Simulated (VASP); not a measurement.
# TiSe (P6_3/mmc) in VASP: a series of runs

Runs on TiSe. Level: PBEsol. Tasks: single point.

All numbers are computed with VASP 6.6.1; they aren't measurements. Logs are shortened: lines on timing, memory, paths and dates and some standing lists are left out, and cuts for length are marked.

## Step 1: The cell of the first run

The structure is hexagonal, space group P6_3/mmc (No. 194). Conventional cell: a = 3.300 Å, b = 3.300 Å, c = 6.711 Å, α = 90.00°, β = 90.00°, γ = 120.00°. Within 3.4 Å of Ti (site symmetry -3m) lie 6 Se at 2.54 Å and 8 Ti at 3.30 to 3.36 Å. Se (site symmetry -6m2) has 6 Ti at 2.54 Å and 6 Se at 3.30 Å within 3.4 Å.

## Step 2: Single point, PBEsol, collinear spin (15.82 Å³/atom)

File INCAR:

```
SYSTEM = TiSe
PREC = Accurate
ENCUT = 520
EDIFF = 1E-6
ISMEAR = 0
SIGMA = 0.05
LREAL = .False.
LASPH = .True.
NELM = 150
ALGO = Normal
ISIF = 2
LWAVE = .False.
LCHARG = .False.
ISPIN = 2
MAGMOM = 0.05 0.05 0 0
LORBIT = 11
LMAXMIX = 4
GGA = PS
NBANDS = 30
```

File KPOINTS:

```
regular mesh
0
Gamma
  10 10 6
  0 0 0
```

File POSCAR:

```
TiSe
1.0
    3.3000738609      0.0000000000      0.0000000000
   -1.6500369304      2.8579477979      0.0000000000
    0.0000000000      0.0000000000      6.7111379124
Ti Se
2 2
Direct
    0.0000000000      0.0000000000      0.0000000000
    0.0000000000      0.0000000000      0.5000000000
    0.3333333333      0.6666666667      0.2500000000
    0.6666666667      0.3333333333      0.7500000000
```

Potentials or basis: VASP PAW PBE potentials, release 64 (Ti_sv, Se).

Run with:

```bash
$ cat potpaw_PBE.64/Ti_sv/POTCAR potpaw_PBE.64/Se/POTCAR > POTCAR
$ mpirun -np 1 vasp_std > vasp.out
```

OUTCAR:

```text
SYSTEM = TiSe
   PREC = Accurate
   ENCUT = 520
   EDIFF = 1E-6
   ISMEAR = 0
   LREAL = .False.
   LASPH = .True.
   NELM = 150
   ISIF = 2
   ISPIN = 2
   LORBIT = 11
   GGA = PS

 ion  position               nearest neighbor table
   1  0.000  0.000  0.000-   3 2.54   4 2.54   3 2.54   4 2.54   4 2.54   3 2.54
   2  0.000  0.000  0.500-   3 2.54   4 2.54   3 2.54   4 2.54   4 2.54   3 2.54
   3  0.333  0.667  0.250-   1 2.54   2 2.54   1 2.54   2 2.54   1 2.54   2 2.54
   4  0.667  0.333  0.750-   1 2.54   2 2.54   1 2.54   2 2.54   1 2.54   2 2.54

  LATTYP: Found a hexagonal cell.
 ALAT       =     3.3000738609
 C/A-ratio  =     2.0336326383

  Lattice vectors:

 A1 = (   3.3000738609,   0.0000000000,   0.0000000000)
 A2 = (  -1.6500369304,   2.8579477979,   0.0000000000)
 A3 = (   0.0000000000,   0.0000000000,   6.7111379124)

Analysis of symmetry for initial positions (statically):
=====================================================================
 Subroutine PRICEL returns:
 Original cell was already a primitive cell.

 Routine SETGRP: Setting up the symmetry group for a
 hexagonal supercell.

 Subroutine GETGRP returns: Found 24 space group operations
 (whereof 12 operations were pure point group operations)
 out of a pool of 24 trial point group operations.

The static configuration has the point symmetry D_3d.
 The point group associated with its full space group is D_6h.

Analysis of symmetry for dynamics (positions and initial velocities):
=====================================================================
 Subroutine PRICEL returns:
 Original cell was already a primitive cell.

 Routine SETGRP: Setting up the symmetry group for a
 hexagonal supercell.

 Subroutine GETGRP returns: Found 24 space group operations
 (whereof 12 operations were pure point group operations)
 out of a pool of 24 trial point group operations.

The dynamic configuration has the point symmetry D_3d.
 The point group associated with its full space group is D_6h.

Analysis of structural, dynamic, and magnetic symmetry:
=====================================================================
 Subroutine PRICEL returns:
 Original cell was already a primitive cell.

 Routine SETGRP: Setting up the symmetry group for a
 hexagonal supercell.

 Subroutine GETGRP returns: Found 24 space group operations
 (whereof 12 operations were pure point group operations)
 out of a pool of 24 trial point group operations.

The overall configuration has the point symmetry D_3d.
 The point group associated with its full space group is D_6h.

 Subroutine INISYM returns: Found 24 space group operations
 (whereof 12 operations are pure point group operations),
 and found     1 'primitive' translations

----------------------------------------------------------------------------------------

                                     Primitive cell

  volume of cell :      63.2957

  direct lattice vectors                    reciprocal lattice vectors
     3.300073861  0.000000000  0.000000000     0.303023521  0.174950711  0.000000000
    -1.650036930  2.857947798  0.000000000     0.000000000  0.349901423  0.000000000
     0.000000000  0.000000000  6.711137912     0.000000000  0.000000000  0.149006027

  length of vectors
     3.300073861  3.300073861  6.711137912     0.349901423  0.349901423  0.149006027

  position of ions in fractional coordinates (direct lattice)
     0.000000000  0.000000000  0.000000000
     0.000000000  0.000000000  0.500000000
     0.333333333  0.666666667  0.250000000
     0.666666667  0.333333333  0.750000000

  ion indices of the primitive-cell ions
   primitive index   ion index
                 1           1
                 2           2
                 3           3
                 4           4

----------------------------------------------------------------------------------------

 KPOINTS: regular mesh

Automatic generation of k-mesh.
 Grid dimensions read from file:
 generate k-points for:   10   10    6

 Generating k-lattice:

  Cartesian coordinates                     Fractional coordinates (reciprocal lattice)
     0.030302352  0.017495071  0.000000000     0.100000000  0.000000000  0.000000000
     0.000000000  0.034990142  0.000000000     0.000000000  0.100000000  0.000000000
     0.000000000  0.000000000  0.024834338     0.000000000  0.000000000  0.166666667

  Length of vectors
     0.034990142  0.034990142  0.024834338

  Shift w.r.t. Gamma in fractional coordinates (k-lattice)
     0.000000000  0.000000000  0.000000000

 Subroutine IBZKPT returns following result:
 ===========================================

 Found     56 irreducible k-points:

 Following reciprocal coordinates:
            Coordinates               Weight
  0.000000  0.000000  0.000000      1.000000
  0.100000  0.000000  0.000000      6.000000
  0.200000  0.000000  0.000000      6.000000
  0.300000  0.000000  0.000000      6.000000
  0.400000  0.000000  0.000000      6.000000
  0.500000  0.000000  0.000000      3.000000
[... 16 lines left out ...]
  0.300000  0.100000  0.166667     24.000000
  0.400000  0.100000  0.166667     24.000000
 [... further k-points ...]
   k-points           NKPTS =     56   k-points in BZ     NKDIM =     56   number of bands    NBANDS=     30
   number of dos      NEDOS =    301   number of ions     NIONS =      4
   total plane-waves  NPLWV =  39200
   dimension x,y,z NGX =    28 NGY =   28 NGZ =   50
   dimension x,y,z NGXF=    56 NGYF=   56 NGZF=  100
   ions per type =               2   2
   NGX,Y,Z   is equivalent  to a cutoff of  14.11, 14.11, 12.39 a.u.
   NGXF,Y,Z  is equivalent  to a cutoff of  28.21, 28.21, 24.77 a.u.
 SYSTEM =  TiSe
   PREC   = accura    normal or accurate (medium, high low for compatibility)
   ISTART =      0    job   : 0-new  1-cont  2-samecut
   ICHARG =      2    charge: 1-file 2-atom 10-const
   ISPIN  =      2    spin polarized calculation?
   LNONCOLLINEAR =      F non collinear calculations
   LSORBIT =      F    spin-orbit coupling
   LASPH  =      T    aspherical Exc in radial PAW
   ENCUT  =  520.0 eV  38.22 Ry    6.18 a.u.   6.14  6.14 12.48*2*pi/ulx,y,z
   NELM   =    150;   NELMIN=  2; NELMDL= -5     # of ELM steps
   EDIFF  = 0.1E-05   stopping-criterion for ELM
   LREAL  =      F    real-space projection
   EDIFFG = 0.1E-04   stopping-criterion for IOM
   NSW    =      0    number of steps for IOM
   IBRION =     -1    ionic relax: 0-MD 1-quasi-New 2-CG
   NFREE  =      0    steps in history (QN), initial steepest desc. (CG)
   ISIF   =      2    stress and relaxation
   ISYM   =      2    0-nonsym 1-usesym 2-fastsym
   POTIM  = 0.5000    time-step for ionic-motion
   TEBEG  =    0.0;   TEEND  =   0.0 temperature during run
   PSTRESS=    0.0 pullay stress
   NELECT =      36.0000    total number of electrons
   NUPDOWN=      -1.0000    fix difference up-down
   EMIN   =  10.00;   EMAX   =-10.00  energy-range for DOS
   EFERMI =   0.00;   METHOD = LEGACY
   ISMEAR =     0;   SIGMA  =   0.05  broadening in eV -4-tet -1-fermi 0-gaus
   EFERMI_NEDOS =   21; number of points for ismear=-14 and -15
   IALGO  =     38    algorithm
   IMIX   =      4    mixing-type and parameters
     AMIX     =   0.40;   BMIX     =  1.00
     AMIX_MAG =   1.60;   BMIX_MAG =  1.00
  volume/ion in A,a.u.               =      15.82       106.79
  Fermi-wavevector in a.u.,A,eV,Ry     =   1.356389  2.563204 25.031882  1.839791
  Thomas-Fermi vector in A             =   2.483396
   LORBIT       =     11    0 simple, 1 ext, 2 COOP (PROOUT), +10 PAW based schemes
   GGA     = PS    functional components
   LHFCALC =     F    Hartree Fock is set to
   AEXX    =    0.0000 exact exchange contribution
   IVDW    =     0    specifies the selected vdW correction
   LEPSILON=     F    determine dielectric tensor
   LRPA    =     F    only Hartree local field effects (RPA)
 spin polarized calculation
 Gauss-broadening in eV      SIGMA  =   0.05
  energy-cutoff  :      520.00
  volume of cell :       63.30
 maximum number of plane-waves:      1729
 NGX is ok and might be reduce to    28
   NGX = 13   NGY = 13   NGZ = 25

 number of electron      36.0000002 magnetization       0.0003709

 number of electron      36.0000002 magnetization      -0.0000263

 Free energy of the ion-electron system (eV)
  ---------------------------------------------------
  ext. energy  EPLUGINS =         0.00000000
  ---------------------------------------------------
  free energy    TOTEN  =       -29.13605516 eV

  energy without entropy =      -29.13266461  energy(sigma->0) =      -29.13435989

 E-fermi :   9.3875     XC(G=0): -11.8783

 val. band max:        9.3753016889   @ k =   0.1000   0.1000   0.0000
 cond. band min:       9.4141887065   @ k =   0.2000   0.2000   0.3333
 fundamental gap:      0.0388870176
 Fermi energy:         9.3874946546

 spin component 1

 k-point     1 :       0.0000    0.0000    0.0000
  band No.  band energies     occupation
      1     -47.5761      1.00000
      2     -47.5667      1.00000
      3     -24.1535      1.00000
      4     -24.0077      1.00000
      5     -23.8846      1.00000
      6     -23.8846      1.00000
[... 781 lines left out ...]
     29      15.7585      0.00000
     30      16.6818      0.00000

 [... further k-points ...]

 spin component 2

 k-point     1 :       0.0000    0.0000    0.0000
  band No.  band energies     occupation
      1     -47.5761      1.00000
      2     -47.5667      1.00000
      3     -24.1535      1.00000
      4     -24.0077      1.00000
      5     -23.8846      1.00000
      6     -23.8846      1.00000
[... 781 lines left out ...]
     29      15.7585      0.00000
     30      16.6818      0.00000

 [... further k-points ...]

------------------------ aborting loop because EDIFF is reached ----------------------------------------

  FORCE on cell =-STRESS in cart. coord.  units (eV):
  Direction    XX          YY          ZZ          XY          YZ          ZX
  --------------------------------------------------------------------------------------
  -------------------------------------------------------------------------------------
  Total        2.2753918      2.2753918      2.2974315      0.0000000     -0.0000000     -0.0000000
  in kB       57.5960441     57.5960441     58.1539248      0.0000000     -0.0000000     -0.0000000
  external PRESSURE =      57.7820043 kB  Pullay stress =       0.0000000 kB

 VOLUME and BASIS-vectors are now :
 -----------------------------------------------------------------------------
  energy-cutoff  :      520.00
  volume of cell :       63.30
      direct lattice vectors                 reciprocal lattice vectors
     3.300073861  0.000000000  0.000000000     0.303023521  0.174950711  0.000000000
    -1.650036930  2.857947798  0.000000000     0.000000000  0.349901423  0.000000000
     0.000000000  0.000000000  6.711137912     0.000000000  0.000000000  0.149006027

 POSITION                                       TOTAL-FORCE (eV/Angst)
 -----------------------------------------------------------------------------------
      0.00000      0.00000      0.00000        -0.000000      0.000000      0.000000
      0.00000      0.00000      3.35557        -0.000000      0.000000      0.000000
     -0.00000      1.90530      1.67778        -0.000000      0.000000      0.000000
      1.65004      0.95265      5.03335         0.000000     -0.000000     -0.000000
 -----------------------------------------------------------------------------------
    total drift:                               -0.000000      0.000000      0.000000

  FREE ENERGIE OF THE ION-ELECTRON SYSTEM (eV)
  ---------------------------------------------------
  free  energy   TOTEN  =       -29.1360551599 eV

  energy  without entropy=      -29.1326646148  energy(sigma->0) =      -29.13435989

 total charge

# of ion       s       p       d       tot
------------------------------------------
    1        2.155   6.135   2.072  10.362
    2        2.155   6.135   2.072  10.362
    3        1.435   2.478   0.097   4.010
    4        1.435   2.478   0.097   4.010
--------------------------------------------------
tot          7.179  17.227   4.337  28.743

 magnetization (x)

# of ion       s       p       d       tot
------------------------------------------
    1        0.000  -0.000  -0.000  -0.000
    2        0.000  -0.000  -0.000  -0.000
    3       -0.000  -0.000  -0.000  -0.000
    4       -0.000  -0.000  -0.000  -0.000
--------------------------------------------------
tot          0.000  -0.000  -0.000  -0.000
```

Run time: 88 s. Hardware: 1 thread of Intel Xeon 6975P-C (Granite Rapids), shared host; peak memory 0.32 GiB.

What came out:

```
Free energy                                           : -29.1361 eV
Pressure                                              : 5.8 GPa
Band gap on the k mesh                                : zero (filled and empty bands overlap)
Net moment                                            : 0.00 μB per cell
Valence electrons inside the program's atomic spheres : Ti 10.36; Se 4.01
```

Caveat: the cell stands under pressure; the PAW data sets were made with another functional, which shifts forces and pressure a little.

(Part 1 of 2 ends here.)

The gap in the log of VASP goes by the Fermi energy; the results here count the filled bands.